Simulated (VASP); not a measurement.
A run of VASP 6.6.1 is set up as follows.

Contents of INCAR:

```
ALGO = Normal
EDIFF = 1E-6
ENCUT = 520
GGA = RP
ISIF = 2
ISMEAR = -1
IVDW = 13
LASPH = T
LCHARG = T
LELF = T
LREAL = F
LVHAR = T
LWAVE = F
NBANDS = 14
NELM = 100
PREC = Accurate
SIGMA = 0.05
```

File KPOINTS:

```
k-points
0
Gamma
  12 12 12
```

POSCAR

```
Rh
1.0
    0.0000000000      1.8847162271      1.8847162271
    1.8847162271      0.0000000000      1.8847162271
    1.8847162271      1.8847162271      0.0000000000
Rh
1
Direct
    0.0000000000      0.0000000000      0.0000000000
```

Potentials or basis: VASP PAW PBE potentials, release 64 (Rh_pv).

The run is started by

```console
$ cat potpaw_PBE.64/Rh_pv/POTCAR > POTCAR
$ mpirun -np 1 vasp_std > vasp.out
```

Question: Predict the dispersion energy per atom.

Answer: -1.677 eV.

Question: Estimate the pressure.

Answer: 0.2 GPa.

Caveat: the PAW data sets were made with another functional, which shifts forces and pressure a little; pairwise dispersion overbinds metals, which lowers pressure and volume.
